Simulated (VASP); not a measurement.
Set up this calculation in VASP 6.6.1, as the native input.

```yaml
Task: single point
Functional: RPBE
Potentials_or_basis: VASP PAW PBE potentials, release 64 (Rh_pv)
Cutoff: 520 eV
k_mesh: 16 × 16 × 16
Occupations: fermi-dirac, width 0.1 eV
Spin: no spin polarisation
Dipole_correction: no
Further_INCAR_settings: ALGO = Normal; EDIFF = 1e-06; NBANDS = 14
```

The structure of Rh lies in POSCAR:

```
Rh
1.0
   -1.5254169517      1.5254169517      1.5254169517
    1.5254169517     -1.5254169517      1.5254169517
    1.5254169517      1.5254169517     -1.5254169517
Rh
1
Direct
    0.0000000000      0.0000000000      0.0000000000
```

This cell differs from its parent crystal: volume scaled by 0.96.

These files were run (other wordings do the same):

INCAR

```
ALGO = Normal
EDIFF = 1E-6
ENCUT = 520
GGA = RP
ISIF = 2
ISMEAR = -1
LASPH = True
LCHARG = True
LELF = True
LREAL = False
LVHAR = True
LWAVE = False
NBANDS = 14
NELM = 100
PREC = Accurate
SIGMA = 0.1
```

KPOINTS

```
k-points
0
Gamma
  16 16 16
```

Potentials or basis: VASP PAW PBE potentials, release 64 (Rh_pv).

Launch:

```sh
$ cat potpaw_PBE.64/Rh_pv/POTCAR > POTCAR
$ mpirun -np 1 vasp_std > vasp.out
```

It gave:

```json
{
 "Pressure": "9.8 GPa"
}
```

Caveat: the PAW data sets were made with another functional, which shifts forces and pressure a little.

Run time: 19 s on 1 thread of Intel(R) Xeon(R) Platinum 8488C (Sapphire Rapids), on a shared host, peak memory 0.14 GiB.
